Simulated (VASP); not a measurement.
Crystal: Mg.

```
CELL_PARAMETERS angstrom
3.20930 0.00000 0.00000
-1.60465 2.77934 0.00000
0.00000 0.00000 5.21030
ATOMIC_POSITIONS crystal
Mg 0.33333 0.66667 0.25000
Mg 0.66667 0.33333 0.75000
```

| Quantity | Value |
| --- | --- |
| Program | VASP 6.6.1 |
| Task | relaxation of cell and atoms |
| Functional | PBE |
| Dispersion | D3(BJ) |
| Potentials or basis | VASP PAW PBE potentials, release 64 (Mg) |
| Cutoff | 600 eV |
| k mesh | 21 × 21 × 12 |
| Occupations | methfessel-paxton, width 0.1 eV |
| Spin | no spin polarisation |

At the start: pressure -2.5 GPa; volume 23.24 Å³/atom.

How do energy, volume and symmetry change on relaxing?

Over 4 steps the energy falls by 13.2 meV/atom and the volume is 21.63 Å³/atom (-6.9 %); space group P6_3/mmc (No. 194, to 0.05 Å).

The path:
```tsv
step	energy change (eV)	largest force (eV/Å)	pressure (GPa)	volume (Å³)
1	0.0000	0.0000	-2.50	46.47
2	-0.0247	0.0000	-0.71	44.08
3	-0.0264	0.0000	-0.04	43.33
4	-0.0264	0.0000	0.02	43.26
```

Final structure:
```
Mg
1.0
     3.13317    0.00000    0.00000
    -1.56659    2.71341    0.00000
     0.00000    0.00000    5.08897
Mg
2
Cartesian
  0.0000 1.8089 1.2722
  1.5666 0.9045 3.8167
```

Caveat: pairwise dispersion overbinds metals, which lowers pressure and volume.
